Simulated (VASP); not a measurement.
# Ta4N (Im-3m) in VASP: notebook, part 2 of 2

VASP 6.6.1.

## (5) Single point, PBE

This run uses another cell than the first one, of 16.57 Å³/atom.

INCAR

```
SYSTEM = Ta4N
PREC     = Accurate       ! precision mode
ENCUT    = 520            ! plane-wave cutoff, eV
EDIFF    = 1E-6           ! SCF threshold, eV
ISMEAR   = 0              ! smearing method
SIGMA    = 0.1            ! smearing width, eV
LREAL    = .FALSE.        ! projectors in reciprocal space
LASPH    = .TRUE.         ! aspherical terms in the spheres
NELM     = 60             ! most SCF steps
ALGO     = Normal         ! electronic algorithm
ISIF     = 2              ! what is computed and relaxed
LWAVE    = .FALSE.        ! write WAVECAR
LCHARG   = .FALSE.        ! write CHGCAR
GGA      = PE             ! functional
NBANDS   = 32             ! bands
```

KPOINTS

```
regular mesh
0
G
  10 10 10
  0 0 0
```

POSCAR

```
Ta4N
1.0
   -2.7463822652      2.7463822652      2.7463822652
    2.7463822652     -2.7463822652      2.7463822652
    2.7463822652      2.7463822652     -2.7463822652
Ta N
4 1
Direct
    0.0000000000      0.0000000000      0.5000000000
    0.0000000000      0.5000000000      0.0000000000
    0.5000000000      0.0000000000      0.0000000000
    0.5000000000      0.5000000000      0.5000000000
    0.0000000000      0.0000000000      0.0000000000
```

Potentials or basis: VASP PAW PBE potentials, release 64 (Ta_pv, N).

Launch:

```console
$ cat potpaw_PBE.64/Ta_pv/POTCAR potpaw_PBE.64/N/POTCAR > POTCAR
$ mpirun -np 1 vasp_std > vasp.out
```

OUTCAR:

```text
SYSTEM = Ta4N
   PREC = Accurate
   ENCUT = 520
   EDIFF = 1E-6
   ISMEAR = 0
   LREAL = .FALSE.
   LASPH = .TRUE.
   NELM = 60
   ISIF = 2
   GGA = PE

 ion  position               nearest neighbor table
   1  0.000  0.000  0.500-   5 2.38   5 2.38   4 2.75   2 2.75   3 2.75   2 2.75   3 2.75   4 2.75

   2  0.000  0.500  0.000-   5 2.38   5 2.38   4 2.75   1 2.75   3 2.75   1 2.75   4 2.75   3 2.75

   3  0.500  0.000  0.000-   5 2.38   5 2.38   4 2.75   1 2.75   4 2.75   2 2.75   1 2.75   2 2.75

   4  0.500  0.500  0.500-   5 2.38   5 2.38   3 2.75   1 2.75   3 2.75   2 2.75   1 2.75   2 2.75

   5  0.000  0.000  0.000-   1 2.38   2 2.38   3 2.38   4 2.38   1 2.38   2 2.38   3 2.38   4 2.38

  LATTYP: Found a body centered cubic cell.
 ALAT       =     5.4927645304

  Lattice vectors:

 A1 = (  -2.7463822652,   2.7463822652,   2.7463822652)
 A2 = (   2.7463822652,  -2.7463822652,   2.7463822652)
 A3 = (   2.7463822652,   2.7463822652,  -2.7463822652)

Analysis of symmetry for initial positions (statically):
=====================================================================
 Subroutine PRICEL returns:
 Original cell was already a primitive cell.

 Routine SETGRP: Setting up the symmetry group for a
 body centered cubic supercell.

 Subroutine GETGRP returns: Found 48 space group operations
 (whereof 48 operations were pure point group operations)
 out of a pool of 48 trial point group operations.

The static configuration has the point symmetry O_h .

Analysis of symmetry for dynamics (positions and initial velocities):
=====================================================================
 Subroutine PRICEL returns:
 Original cell was already a primitive cell.

 Routine SETGRP: Setting up the symmetry group for a
 body centered cubic supercell.

 Subroutine GETGRP returns: Found 48 space group operations
 (whereof 48 operations were pure point group operations)
 out of a pool of 48 trial point group operations.

The dynamic configuration has the point symmetry O_h .

 Subroutine INISYM returns: Found 48 space group operations
 (whereof 48 operations are pure point group operations),
 and found     1 'primitive' translations

----------------------------------------------------------------------------------------

                                     Primitive cell

  volume of cell :      82.8596

  direct lattice vectors                    reciprocal lattice vectors
    -2.746382265  2.746382265  2.746382265     0.000000000  0.182057686  0.182057686
     2.746382265 -2.746382265  2.746382265     0.182057686  0.000000000  0.182057686
     2.746382265  2.746382265 -2.746382265     0.182057686  0.182057686  0.000000000

  length of vectors
     4.756873620  4.756873620  4.756873620     0.257468449  0.257468449  0.257468449

  position of ions in fractional coordinates (direct lattice)
     0.000000000  0.000000000  0.500000000
     0.000000000  0.500000000  0.000000000
     0.500000000  0.000000000  0.000000000
     0.500000000  0.500000000  0.500000000
     0.000000000  0.000000000  0.000000000

  ion indices of the primitive-cell ions
   primitive index   ion index
                 1           1
                 2           2
                 3           3
                 4           4
                 5           5

----------------------------------------------------------------------------------------

 KPOINTS: regular mesh

Automatic generation of k-mesh.
 Grid dimensions read from file:
 generate k-points for:   10   10   10

 Generating k-lattice:

  Cartesian coordinates                     Fractional coordinates (reciprocal lattice)
     0.000000000  0.018205769  0.018205769     0.100000000  0.000000000  0.000000000
     0.018205769  0.000000000  0.018205769     0.000000000  0.100000000  0.000000000
     0.018205769  0.018205769  0.000000000     0.000000000  0.000000000  0.100000000

  Length of vectors
     0.025746845  0.025746845  0.025746845

  Shift w.r.t. Gamma in fractional coordinates (k-lattice)
     0.000000000  0.000000000  0.000000000

 Subroutine IBZKPT returns following result:
 ===========================================

 Found     47 irreducible k-points:

 Following reciprocal coordinates:
            Coordinates               Weight
  0.000000  0.000000  0.000000      1.000000
  0.100000  0.000000  0.000000     12.000000
  0.200000  0.000000  0.000000     12.000000
  0.300000  0.000000  0.000000     12.000000
  0.400000  0.000000  0.000000     12.000000
  0.500000  0.000000  0.000000      6.000000
[... 16 lines left out ...]
  0.300000  0.300000  0.100000      8.000000
 -0.300000  0.300000  0.100000     24.000000
 [... further k-points ...]
   k-points           NKPTS =     47   k-points in BZ     NKDIM =     47   number of bands    NBANDS=     32
   number of dos      NEDOS =    301   number of ions     NIONS =      5
   total plane-waves  NPLWV =  46656
   dimension x,y,z NGX =    36 NGY =   36 NGZ =   36
   dimension x,y,z NGXF=    72 NGYF=   72 NGZF=   72
   ions per type =               4   1
   NGX,Y,Z   is equivalent  to a cutoff of  12.58, 12.58, 12.58 a.u.
   NGXF,Y,Z  is equivalent  to a cutoff of  25.16, 25.16, 25.16 a.u.
 SYSTEM =  Ta4N
   PREC   = accura    normal or accurate (medium, high low for compatibility)
   ISTART =      0    job   : 0-new  1-cont  2-samecut
   ICHARG =      2    charge: 1-file 2-atom 10-const
   ISPIN  =      1    spin polarized calculation?
   LNONCOLLINEAR =      F non collinear calculations
   LSORBIT =      F    spin-orbit coupling
   LASPH  =      T    aspherical Exc in radial PAW
   ENCUT  =  520.0 eV  38.22 Ry    6.18 a.u.   8.84  8.84  8.84*2*pi/ulx,y,z
   NELM   =     60;   NELMIN=  2; NELMDL= -5     # of ELM steps
   EDIFF  = 0.1E-05   stopping-criterion for ELM
   LREAL  =      F    real-space projection
   EDIFFG = 0.1E-04   stopping-criterion for IOM
   NSW    =      0    number of steps for IOM
   IBRION =     -1    ionic relax: 0-MD 1-quasi-New 2-CG
   NFREE  =      0    steps in history (QN), initial steepest desc. (CG)
   ISIF   =      2    stress and relaxation
   ISYM   =      2    0-nonsym 1-usesym 2-fastsym
   POTIM  = 0.5000    time-step for ionic-motion
   TEBEG  =    0.0;   TEEND  =   0.0 temperature during run
   PSTRESS=    0.0 pullay stress
   NELECT =      49.0000    total number of electrons
   NUPDOWN=      -1.0000    fix difference up-down
   EMIN   =  10.00;   EMAX   =-10.00  energy-range for DOS
   EFERMI =   0.00;   METHOD = LEGACY
   ISMEAR =     0;   SIGMA  =   0.10  broadening in eV -4-tet -1-fermi 0-gaus
   EFERMI_NEDOS =   21; number of points for ismear=-14 and -15
   IALGO  =     38    algorithm
   IMIX   =      4    mixing-type and parameters
     AMIX     =   0.40;   BMIX     =  1.00
     AMIX_MAG =   1.60;   BMIX_MAG =  1.00
  volume/ion in A,a.u.               =      16.57       111.83
  Fermi-wavevector in a.u.,A,eV,Ry     =   1.374124  2.596718 25.690743  1.888216
  Thomas-Fermi vector in A             =   2.499579
   LORBIT       =      0    0 simple, 1 ext, 2 COOP (PROOUT), +10 PAW based schemes
   GGA     = PE    functional components
   LHFCALC =     F    Hartree Fock is set to
   AEXX    =    0.0000 exact exchange contribution
   IVDW    =     0    specifies the selected vdW correction
   LEPSILON=     F    determine dielectric tensor
   LRPA    =     F    only Hartree local field effects (RPA)
 non-spin polarized calculation
 Gauss-broadening in eV      SIGMA  =   0.10
  energy-cutoff  :      520.00
  volume of cell :       82.86
 maximum number of plane-waves:      2258
   NGX = 17   NGY = 17   NGZ = 17

 number of electron      48.9999987 magnetization

 Free energy of the ion-electron system (eV)
  ---------------------------------------------------
  ext. energy  EPLUGINS =         0.00000000
  ---------------------------------------------------
  free energy    TOTEN  =       -52.78159188 eV

  energy without entropy =      -52.76457721  energy(sigma->0) =      -52.77308455

 E-fermi :   5.9648     XC(G=0): -12.2531

 val. band max:        5.9553957456   @ k =  -0.2000   0.2000   0.2000
 cond. band min:       5.9821709229   @ k =   0.2000   0.2000   0.2000
 fundamental gap:      0.0267751773
 Fermi energy:         5.9647647887

 k-point     1 :       0.0000    0.0000    0.0000
  band No.  band energies     occupation
      1     -29.2485      2.00000
      2     -29.2485      2.00000
      3     -29.2485      2.00000
      4     -29.0062      2.00000
      5     -29.0062      2.00000
      6     -29.0062      2.00000
[... 829 lines left out ...]
     31       8.7819      0.00000
     32       9.0779      0.00000

 [... further k-points ...]
[... 5 lines left out ...]
  --------------------------------------------------------------------------------------
  -------------------------------------------------------------------------------------
  Total        0.1306879      0.1306879      0.1306879      0.0000000      0.0000000     -0.0000000
  in kB        2.5269868      2.5269868      2.5269868      0.0000000      0.0000000     -0.0000000
  external PRESSURE =       2.5269868 kB  Pullay stress =       0.0000000 kB

 VOLUME and BASIS-vectors are now :
 -----------------------------------------------------------------------------
  energy-cutoff  :      520.00
  volume of cell :       82.86
      direct lattice vectors                 reciprocal lattice vectors
    -2.746382265  2.746382265  2.746382265     0.000000000  0.182057686  0.182057686
     2.746382265 -2.746382265  2.746382265     0.182057686  0.000000000  0.182057686
     2.746382265  2.746382265 -2.746382265     0.182057686  0.182057686  0.000000000

 POSITION                                       TOTAL-FORCE (eV/Angst)
 -----------------------------------------------------------------------------------
      1.37319      1.37319     -1.37319        -0.000000      0.000000      0.000000
      1.37319     -1.37319      1.37319         0.000000      0.000000      0.000000
     -1.37319      1.37319      1.37319        -0.000000     -0.000000     -0.000000
      1.37319      1.37319      1.37319         0.000000     -0.000000      0.000000
      0.00000      0.00000      0.00000         0.000000      0.000000     -0.000000
 -----------------------------------------------------------------------------------
    total drift:                                0.000000     -0.000000      0.000000

  FREE ENERGIE OF THE ION-ELECTRON SYSTEM (eV)
  ---------------------------------------------------
  free  energy   TOTEN  =       -52.7815918826 eV

  energy  without entropy=      -52.7645772107  energy(sigma->0) =      -52.77308455
```

Run time: 3.9 min. Hardware: 1 thread of AMD EPYC 7R13, shared host; peak memory 0.23 GiB.

What came out:

```yaml
Free_energy: -52.7816 eV
Pressure: 0.3 GPa
Band_gap_on_the_k_mesh: zero (an odd number of electrons rules out a gap without spin polarisation)
```

Caveat: spin-orbit coupling is left out, which moves the levels of the heavy elements.

## (6) Relaxation of cell and atoms, PBE

This run uses another cell than the first one, of 16.55 Å³/atom.

INCAR

```
SYSTEM = Ta4N
  PREC = Accurate
  ENCUT = 600
  EDIFF = 1E-6
  ISMEAR = 0
  SIGMA = 0.1
  LREAL = .False.
  LASPH = .True.
  NELM = 60
  ALGO = Normal
  ISIF = 3
  LWAVE = .False.
  LCHARG = .False.
  GGA = PE
  IBRION = 2
  NSW = 100
  EDIFFG = -0.01
```

KPOINTS

```
regular mesh
0
Gamma
  10 10 10
  0 0 0
```

POSCAR: that of step 5 with these lines changed.

```diff
@@ -2,5 +2,5 @@
 1.0
-   -2.7463822652      2.7463822652      2.7463822652
-    2.7463822652     -2.7463822652      2.7463822652
-    2.7463822652      2.7463822652     -2.7463822652
+   -2.7453204442      2.7453204442      2.7453204442
+    2.7453204442     -2.7453204442      2.7453204442
+    2.7453204442      2.7453204442     -2.7453204442
 Ta N
```

Potentials or basis: VASP PAW PBE potentials, release 64 (Ta_pv, N).

Launch:

```console
$ cat potpaw_PBE.64/Ta_pv/POTCAR potpaw_PBE.64/N/POTCAR > POTCAR
$ mpirun -np 1 vasp_std > vasp.out
```

Run time: 9.3 min. Hardware: 1 thread of AMD EPYC 7R13, shared host; peak memory 0.28 GiB.

The run converged. Its results:

- Free energy: -52.7847 eV
- Relaxed volume: 16.59 Å³/atom
- Relaxed cell: a = 4.759 Å, b = 4.759 Å, c = 4.759 Å, α = 109.47°, β = 109.47°, γ = 109.47°
- Space group after relaxing (to 0.1 Å): Im-3m (No. 229)
- Energy gained by relaxing: 0.1 meV/atom
- Ionic steps: 3
- Pressure after relaxing: 0.0 GPa
- Band gap on the k mesh: zero (an odd number of electrons rules out a gap without spin polarisation)

The path:
```tsv
step	energy change (eV)	largest force (eV/Å)	pressure (GPa)	volume (Å³)
1	0.0000	0.0000	0.44	82.76
2	0.0006	0.0000	-0.77	83.31
3	-0.0003	0.0000	0.00	82.96
```

Final structure:
```xyz
5
Lattice="-2.7475 2.7475 2.7475 2.7475 -2.7475 2.7475 2.7475 2.7475 -2.7475" Properties=species:S:1:pos:R:3 pbc="T T T"
Ta    1.3738    1.3738   -1.3738
Ta    1.3738   -1.3738    1.3738
Ta   -1.3738    1.3738    1.3738
Ta    1.3738    1.3738    1.3738
N     0.0000    0.0000    0.0000
```

Levels at points of the mesh, in eV from the Fermi level:
```csv
k point,band 20,band 21,band 22,band 23,band 24,band 25,band 26,band 27,band 28,band 29
"(0.00, 0.00, 0.00)",-3.33,-3.33,-2.25,-2.25,-2.25,1.84,2.06,2.06,2.06,2.55
"(0.50, 0.00, 0.00)",-2.06,-1.88,-1.24,-0.81,-0.42,0.34,0.82,0.90,1.11,1.26
"(0.50, 0.50, 0.50)",-2.35,-2.35,-2.35,-0.67,-0.67,-0.02,-0.02,-0.02,1.79,1.79
```

Caveat: spin-orbit coupling is left out, which moves the levels of the heavy elements.

## (7) The runs side by side

```tsv
task	spin	cell	k mesh	cutoff (eV)	gap on the mesh (eV)	pressure (GPa)	moment (μB)	relaxed volume (Å³/atom)
relaxation of cell and atoms	off	relaxed from a = 4.681 Å, angles 109.5°, 5 atoms	4 × 4 × 4	600	none	-0.3	-	16.60
single point	collinear	a = 4.681 Å, angles 109.5°, 5 atoms	4 × 4 × 4	520	none	10.0	0.00	-
single point	collinear	a = 4.755 Å, angles 109.5°, 5 atoms	4 × 4 × 4	520	none	0.3	0.00	-
single point	off	a = 4.757 Å, angles 109.5°, 5 atoms	10 × 10 × 10	520	none	0.3	-	-
relaxation of cell and atoms	off	relaxed from a = 4.755 Å, angles 109.5°, 5 atoms	10 × 10 × 10	600	none	0.0	-	16.59
```

Alike in all rows: level PBE; potentials or basis VASP PAW PBE potentials, release 64 (Ta_pv, N); smearing gaussian 0.1 eV.

Caveats: some runs use coarse meshes; spin-orbit coupling is left out, which moves the levels of the heavy elements.

Total energies depend on the potentials used, so only differences within one code and one set of settings carry meaning.
